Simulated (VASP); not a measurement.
# NiO (R-3m) in VASP: single point with PBE+U

Aim: the single point of NiO with PBE+U.

All numbers are computed with VASP 6.6.1; they aren't measurements. Logs are shortened: lines on timing, memory, paths and dates and some standing lists are left out, and cuts for length are marked.

## (1) The cell of the first run

The typed cell holds 4 atoms: a = 3.007 Å, b = 3.007 Å, c = 5.203 Å, α = 106.80°, β = 106.80°, γ = 60.00°.

## (2) Single point, PBE+U, collinear spin, antiferromagnetic start

Input file POSCAR:

```
NiO
1.0
    1.5035049469      0.8680464639      2.4552254345
   -1.5035049469      0.8680464639      2.4552254345
    0.0000000000     -5.2027152399     -0.0019676692
Ni O
2 2
Direct
    1.0000000000      0.0000000000      0.0000000000
    1.5000000000      0.5000000000      0.5000000000
    0.7499999977      0.7499999977      0.2499999934
    1.2500000023      1.2500000023      0.7500000066
```

Input file INCAR.step1:

```
SYSTEM = NiO
  PREC = Accurate
  ENCUT = 520
  EDIFF = 1E-6
  ISMEAR = 0
  SIGMA = 0.05
  LREAL = .False.
  LASPH = .True.
  NELM = 150
  ALGO = Normal
  ISIF = 2
  LWAVE = .False.
  LCHARG = .True.
  ISPIN = 2
  MAGMOM = 1.85 -1.85 0 0
  LMAXMIX = 4
  LDAU = .True.
  LDAUTYPE = 2
  LDAUL = 2 -1
  LDAUU = 6.2 0
  LDAUJ = 0 0
  LDAUPRINT = 1
  GGA = PE
  NBANDS = 28
```

Input file KPOINTS.step1:

```
Automatic mesh
0
Gamma
  10 10 6
  0 0 0
```

Input file INCAR.step2:

```
SYSTEM = NiO
  PREC = Accurate
  ENCUT = 520
  EDIFF = 1E-6
  ISMEAR = -5
  SIGMA = 0.05
  LREAL = .False.
  LASPH = .True.
  NELM = 150
  ALGO = Normal
  ISIF = 2
  LWAVE = .False.
  LCHARG = .False.
  ISPIN = 2
  MAGMOM = 1.85 -1.85 0 0
  LORBIT = 11
  LMAXMIX = 4
  LDAU = .True.
  LDAUTYPE = 2
  LDAUL = 2 -1
  LDAUU = 6.2 0
  LDAUJ = 0 0
  LDAUPRINT = 1
  GGA = PE
  NEDOS = 1001
  ICHARG = 11
```

Input file KPOINTS.step2:

```
Automatic mesh
0
Gamma
  15 15 9
  0 0 0
```

Potentials or basis: VASP PAW PBE potentials, release 64 (Ni, O).

The run is started by

```console
cat potpaw_PBE.64/Ni/POTCAR potpaw_PBE.64/O/POTCAR > POTCAR
cp INCAR.step1 INCAR
cp KPOINTS.step1 KPOINTS
mpirun -np 1 vasp_std > vasp.out
cp INCAR.step2 INCAR
cp KPOINTS.step2 KPOINTS
mpirun -np 1 vasp_std > vasp.out
```

OUTCAR:

```text
SYSTEM = NiO
   PREC = Accurate
   ENCUT = 520
   EDIFF = 1E-6
   ISMEAR = -5
   LREAL = .False.
   LASPH = .True.
   NELM = 150
   ISIF = 2
   ISPIN = 2
   LORBIT = 11
   GGA = PE
   ICHARG = 11

 ion  position               nearest neighbor table
   1  0.000  0.000  0.000-   3 2.13   4 2.13   3 2.13   3 2.13   4 2.13   4 2.13   2 3.00   2 3.00
                             2 3.00   2 3.00   2 3.00   2 3.00
   2  0.500  0.500  0.500-   3 2.13   4 2.13   4 2.13   4 2.13   3 2.13   3 2.13   1 3.00   1 3.00
                             1 3.00   1 3.00   1 3.00   1 3.00
   3  0.750  0.750  0.250-   1 2.13   2 2.13   1 2.13   1 2.13   2 2.13   2 2.13
   4  0.250  0.250  0.750-   1 2.13   2 2.13   1 2.13   1 2.13   2 2.13   2 2.13

  LATTYP: Found a trigonal (rhomboedric) cell.
 ALAT       =     5.2027256497
 COS(alpha) =     0.8329750471

  Lattice vectors:

 A1 = (  -1.5035049469,  -4.3346687760,   2.4532577653)
 A2 = (   0.0000000000,  -5.2027152399,  -0.0019676692)
 A3 = (   1.5035049469,  -4.3346687760,   2.4532577653)

Analysis of symmetry for initial positions (statically):
=====================================================================
 Subroutine PRICEL returns following result:

  LATTYP: Found a trigonal (rhomboedric) cell.
 ALAT       =     3.0045947414
 COS(alpha) =     0.4991950132
[... 12 lines left out ...]
 Subroutine GETGRP returns: Found 12 space group operations
 (whereof 12 operations were pure point group operations)
 out of a pool of 12 trial point group operations.

The static configuration has the point symmetry D_3d.

Analysis of symmetry for dynamics (positions and initial velocities):
=====================================================================
 Subroutine PRICEL returns following result:

  LATTYP: Found a trigonal (rhomboedric) cell.
 ALAT       =     3.0045947414
 COS(alpha) =     0.4991950132
[... 12 lines left out ...]
 Subroutine GETGRP returns: Found 12 space group operations
 (whereof 12 operations were pure point group operations)
 out of a pool of 12 trial point group operations.

The dynamic configuration has the point symmetry D_3d.

Analysis of structural, dynamic, and magnetic symmetry:
=====================================================================
 Subroutine PRICEL returns following result:

  LATTYP: Found a trigonal (rhomboedric) cell.
 ALAT       =     3.0045947414
 COS(alpha) =     0.4991950132
[... 12 lines left out ...]
 Subroutine GETGRP returns: Found 12 space group operations
 (whereof 12 operations were pure point group operations)
 out of a pool of 12 trial point group operations.

The overall configuration has the point symmetry D_3d.

 Subroutine INISYM returns: Found 12 space group operations
 (whereof 12 operations are pure point group operations),
 and found     2 'primitive' translations

----------------------------------------------------------------------------------------

                                     Primitive cell

  volume of cell :      19.2030

  direct lattice vectors                    reciprocal lattice vectors
     1.503504947  2.601357620  0.000983835     0.332556272  0.192156003  0.135710414
     0.000000000  1.733311156 -2.454241600     0.000000000  0.000154060 -0.407349043
    -1.503504947  2.601357620  0.000983835    -0.332556272  0.192156003  0.135710414

  length of vectors
     3.004594741  3.004608027  3.004594741     0.407351102  0.407349072  0.407351102

[... 168 lines left out ...]
  o =  0.1441  v =  0.0000  0.0000  0.0000  0.0000  0.0000 -0.5773  0.0000  0.0000  0.8165 -0.0000      0.0000  0.0000  0.0000  0.0000  0.0000  0.0000  0.0000  0.0000  0.0000  0.0000
  o =  0.9804  v =  0.0000  0.0000  0.0000  0.0000  0.0000 -0.8165  0.0000 -0.0000 -0.5773  0.0000      0.0000  0.0000  0.0000  0.0000  0.0000  0.0000  0.0000  0.0000  0.0000  0.0000
  o =  0.9804  v =  0.0000  0.0000  0.0000  0.0000  0.0000  0.0000  0.2666 -0.8871  0.0000  0.3768      0.0000  0.0000  0.0000  0.0000  0.0000  0.0000  0.0000  0.0000  0.0000  0.0000
  o =  0.9804  v =  0.0000  0.0000  0.0000  0.0000  0.0000  0.0000  0.5122  0.4616 -0.0000  0.7243      0.0000  0.0000  0.0000  0.0000  0.0000  0.0000  0.0000  0.0000  0.0000  0.0000
  o =  0.9822  v =  0.0000  0.5591  0.2485  0.0000  0.7910  0.0000  0.0000  0.0000  0.0000  0.0000      0.0000  0.0000  0.0000  0.0000  0.0000  0.0000  0.0000  0.0000  0.0000  0.0000
  o =  0.9822  v = -0.8163  0.0000 -0.0000 -0.5777 -0.0000  0.0000  0.0000  0.0000  0.0000  0.0000      0.0000  0.0000  0.0000  0.0000  0.0000  0.0000  0.0000  0.0000  0.0000  0.0000
  o =  0.9822  v =  0.0000  0.1430 -0.9686  0.0000  0.2032  0.0000  0.0000  0.0000  0.0000  0.0000      0.0000  0.0000  0.0000  0.0000  0.0000  0.0000  0.0000  0.0000  0.0000  0.0000
  o =  1.0242  v =  0.0000 -0.8167  0.0005 -0.0000  0.5771  0.0000  0.0000  0.0000  0.0000  0.0000      0.0000  0.0000  0.0000  0.0000  0.0000  0.0000  0.0000  0.0000  0.0000  0.0000
  o =  1.0242  v =  0.5777  0.0000 -0.0000 -0.8163 -0.0000  0.0000  0.0000  0.0000  0.0000  0.0000      0.0000  0.0000  0.0000  0.0000  0.0000  0.0000  0.0000  0.0000  0.0000  0.0000

atom =   2  type =  1  l = 2

 onsite density matrix

spin component  1

  0.7017  0.0000 -0.0000  0.3942  0.0000
  0.0000  0.4229 -0.0001 -0.0000  0.3943
 -0.0000 -0.0001  0.9804 -0.0000  0.0000
  0.3942 -0.0000 -0.0000  0.4228 -0.0000
  0.0000  0.3943  0.0000 -0.0000  0.7016

spin component  2

  0.9962 -0.0000  0.0000 -0.0198 -0.0000
 -0.0000  1.0102 -0.0000 -0.0000 -0.0198
  0.0000 -0.0000  0.9822 -0.0000  0.0000
 -0.0198 -0.0000 -0.0000  1.0102 -0.0000
 -0.0000 -0.0198  0.0000 -0.0000  0.9962

 occupancies and eigenvectors

  o =  0.1441  v =  0.0000  0.8165  0.0001  0.0000 -0.5774  0.0000  0.0000  0.0000  0.0000  0.0000      0.0000  0.0000  0.0000  0.0000  0.0000  0.0000  0.0000  0.0000  0.0000  0.0000
  o =  0.1441  v = -0.5773  0.0000 -0.0000  0.8165  0.0000  0.0000  0.0000  0.0000  0.0000  0.0000      0.0000  0.0000  0.0000  0.0000  0.0000  0.0000  0.0000  0.0000  0.0000  0.0000
  o =  0.9804  v = -0.8165  0.0000  0.0000 -0.5773 -0.0000  0.0000  0.0000  0.0000  0.0000  0.0000      0.0000  0.0000  0.0000  0.0000  0.0000  0.0000  0.0000  0.0000  0.0000  0.0000
  o =  0.9804  v =  0.0000  0.2666 -0.8871 -0.0000  0.3768  0.0000  0.0000  0.0000  0.0000  0.0000      0.0000  0.0000  0.0000  0.0000  0.0000  0.0000  0.0000  0.0000  0.0000  0.0000
  o =  0.9804  v =  0.0000 -0.5122 -0.4616 -0.0000 -0.7243  0.0000  0.0000  0.0000  0.0000  0.0000      0.0000  0.0000  0.0000  0.0000  0.0000  0.0000  0.0000  0.0000  0.0000  0.0000
  o =  0.9822  v =  0.0000  0.0000  0.0000  0.0000  0.0000  0.0000  0.5591  0.2485 -0.0000  0.7910      0.0000  0.0000  0.0000  0.0000  0.0000  0.0000  0.0000  0.0000  0.0000  0.0000
  o =  0.9822  v =  0.0000  0.0000  0.0000  0.0000  0.0000 -0.8163  0.0000  0.0000 -0.5777 -0.0000      0.0000  0.0000  0.0000  0.0000  0.0000  0.0000  0.0000  0.0000  0.0000  0.0000
  o =  0.9822  v =  0.0000  0.0000  0.0000  0.0000  0.0000  0.0000 -0.1430  0.9686  0.0000 -0.2032      0.0000  0.0000  0.0000  0.0000  0.0000  0.0000  0.0000  0.0000  0.0000  0.0000
  o =  1.0242  v =  0.0000  0.0000  0.0000  0.0000  0.0000  0.0000  0.8167 -0.0005  0.0000 -0.5771      0.0000  0.0000  0.0000  0.0000  0.0000  0.0000  0.0000  0.0000  0.0000  0.0000
  o =  1.0242  v =  0.0000  0.0000  0.0000  0.0000  0.0000  0.5777  0.0000  0.0000 -0.8163 -0.0000      0.0000  0.0000  0.0000  0.0000  0.0000  0.0000  0.0000  0.0000  0.0000  0.0000

 number of electron      32.0000014 magnetization      -0.0000000

 Free energy of the ion-electron system (eV)
  ---------------------------------------------------
  ext. energy  EPLUGINS =         0.00000000
  ---------------------------------------------------
  free energy    TOTEN  =       -20.43412772 eV

  energy without entropy =      -20.43412772  energy(sigma->0) =      -20.43412772

 E-fermi :   5.6359     XC(G=0): -12.3382

 val. band max:        5.6245181784   @ k =   0.0000   0.0000   0.4444
 cond. band min:       8.6725443314   @ k =   0.0000   0.0000   0.0000
 fundamental gap:      3.0480261530
 Fermi energy:         5.6358586804

 spin component 1

 k-point     1 :       0.0000    0.0000    0.0000
  band No.  band energies     occupation
      1     -12.2165      1.00000
      2     -10.9140      1.00000
      3      -0.9623      1.00000
      4      -0.4530      1.00000
      5      -0.4530      1.00000
      6       1.3811      1.00000
[... 1097 lines left out ...]
     19      10.5587      0.00000
     20      14.2107      0.00000

 [... further k-points ...]

------------------------ aborting loop because EDIFF is reached ----------------------------------------

  FORCE on cell =-STRESS in cart. coord.  units (eV):
  Direction    XX          YY          ZZ          XY          YZ          ZX
  --------------------------------------------------------------------------------------
  -------------------------------------------------------------------------------------
  Total       -1.9107616     -1.8951651     -1.9088321      0.0000000     -0.0055106      0.0000000
  in kB      -79.7111138    -79.0604741    -79.6306217      0.0000000     -0.2298837      0.0000000
  external PRESSURE =     -79.4674032 kB  Pullay stress =       0.0000000 kB

 VOLUME and BASIS-vectors are now :
 -----------------------------------------------------------------------------
  energy-cutoff  :      520.00
  volume of cell :       38.41
      direct lattice vectors                 reciprocal lattice vectors
     1.503504947  0.868046464  2.455225434     0.332556272 -0.000077030  0.203674521
    -1.503504947  0.868046464  2.455225434    -0.332556272 -0.000077030  0.203674521
     0.000000000 -5.202715240 -0.001967669     0.000000000 -0.192233033  0.067964107

 POSITION                                       TOTAL-FORCE (eV/Angst)
 -----------------------------------------------------------------------------------
      0.00000      0.00000      0.00000         0.000000      0.000000      0.000000
      0.00000     -1.73331      2.45424         0.000000      0.000000      0.000000
      0.00000      0.00139      3.68235         0.000000     -0.000000     -0.000000
      0.00000     -3.46801      1.22614         0.000000      0.000000      0.000000
 -----------------------------------------------------------------------------------
    total drift:                               -0.000000     -0.000000      0.000000

  FREE ENERGIE OF THE ION-ELECTRON SYSTEM (eV)
  ---------------------------------------------------
  free  energy   TOTEN  =       -20.4341277151 eV

  energy  without entropy=      -20.4341277151  energy(sigma->0) =      -20.43412772

 total charge

# of ion       s       p       d       tot
------------------------------------------
    1        0.327   0.384   8.199   8.909
    2        0.327   0.384   8.199   8.909
    3        1.550   3.446   0.000   4.996
    4        1.550   3.446   0.000   4.996
--------------------------------------------------
tot          3.754   7.659  16.397  27.810

 magnetization (x)

# of ion       s       p       d       tot
------------------------------------------
    1       -0.001  -0.004   1.764   1.759
    2        0.001   0.004  -1.764  -1.759
    3        0.000   0.000   0.000   0.000
    4        0.000   0.000   0.000   0.000
--------------------------------------------------
tot          0.000   0.000   0.000   0.000
```

It took 15 min on 1 thread of Oxide Virtual Turin-like, shared host; peak memory 0.56 GiB.

What came out:

```
Net moment                                            : 0.00 μB per cell
Site moments                                          : Ni +1.76, -1.76; O +0.00 μB
Valence electrons inside the program's atomic spheres : Ni 8.91; O 5.00
```

Eigenvalues of the final occupation matrices:
```
    site  spin  trace               eigenvalues
site 1 d     1   5.00  0.98 0.98 0.98 1.02 1.02
site 1 d     2   3.23  0.14 0.14 0.98 0.98 0.98
site 2 d     1   3.23  0.14 0.14 0.98 0.98 0.98
site 2 d     2   5.00  0.98 0.98 0.98 1.02 1.02
```

The state reached can hang on the start; a lower one may exist.
